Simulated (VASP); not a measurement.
Here is a VASP 6.6.1 calculation.

Contents of INCAR:

```
SYSTEM = KCl
PREC = Accurate
ENCUT = 520
EDIFF = 1E-7
ISMEAR = 0
SIGMA = 0.01
LREAL = .False.
LASPH = .True.
NELM = 60
ALGO = Normal
ISIF = 2
LWAVE = .False.
LCHARG = .True.
GGA = PE
LELF = .True.
LVHAR = .True.
NBANDS = 15
```

Contents of KPOINTS:

```
Automatic mesh
0
Gamma
  6 6 6
  0 0 0
```

File POSCAR:

```
KCl
1.0
    3.7957361826      0.0000000000      0.0000000000
    0.0000000000      3.7957361826      0.0000000000
    0.0000000000      0.0000000000      3.7957361826
K Cl
1 1
Direct
    0.0000000000      0.0000000000      0.0000000000
    0.5000000000      0.5000000000      0.5000000000
```

Potentials or basis: VASP PAW PBE potentials, release 64 (K_sv, Cl).

Launch:

```bash
$ cat potpaw_PBE.64/K_sv/POTCAR potpaw_PBE.64/Cl/POTCAR > POTCAR
$ mpirun -np 1 vasp_std > vasp.out
```

(1) What does it give for the pressure?

(2) Predict the band gap on the k mesh.

Results:

(1) 0.6 GPa.

(2) 4.94 eV (least direct gap 5.15 eV).

Caveat: the structure was generated, so it needn't be the stable form of KCl.
